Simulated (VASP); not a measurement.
Runs of VASP 6.6.1 on HfN. The structure is that of space group F-43m (No. 216), or close to it. The cells are those of the table. 

```csv
cell,gap on the mesh (eV),pressure (GPa)
"a = 3.515, b = 3.515, c = 3.558 Å, angles 59.6, 59.6, 60.8°, 2 atoms",none,-17.8
"a = 3.602, b = 3.602, c = 3.558 Å, angles 60.4, 60.4, 59.2°, 2 atoms",none,-24.0
"a = 3.386, b = 3.386, c = 3.298 Å, angles 60.9, 60.9, 58.3°, 2 atoms",none,12.6
"a = 3.559, b = 3.559, c = 3.472 Å, angles 60.8, 60.8, 58.4°, 2 atoms",none,-17.8
"a = 3.342, b = 3.342, c = 3.298 Å, angles 60.4, 60.4, 59.1°, 2 atoms",none,(a)
```

Alike in all rows: task single point; level LDA; potentials or basis VASP PAW LDA potentials, release 64 (Hf_pv, N); no spin polarisation; k mesh 16 × 16 × 16; cutoff (eV) 520; smearing gaussian 0.15 eV.

Problem. Fill in the values left out.

Solution. (a) 19.9.

Caveats: spin-orbit coupling is left out, which moves the levels of the heavy elements; an odd number of electrons without spin polarisation forces a metal; a magnetic or distorted state may lie lower; the cell stands under tension (at least some runs); the stress differs along the axes, from 7 to 15 GPa (at least some runs); the stress differs along the axes, from -23 to -15 GPa (at least some runs); the cell stands under pressure (at least some runs).

A k mesh can miss the band edges, and the runs leave out spin-orbit coupling on Hf.

A gap of «none» marks levels without a gap at the run's occupations.
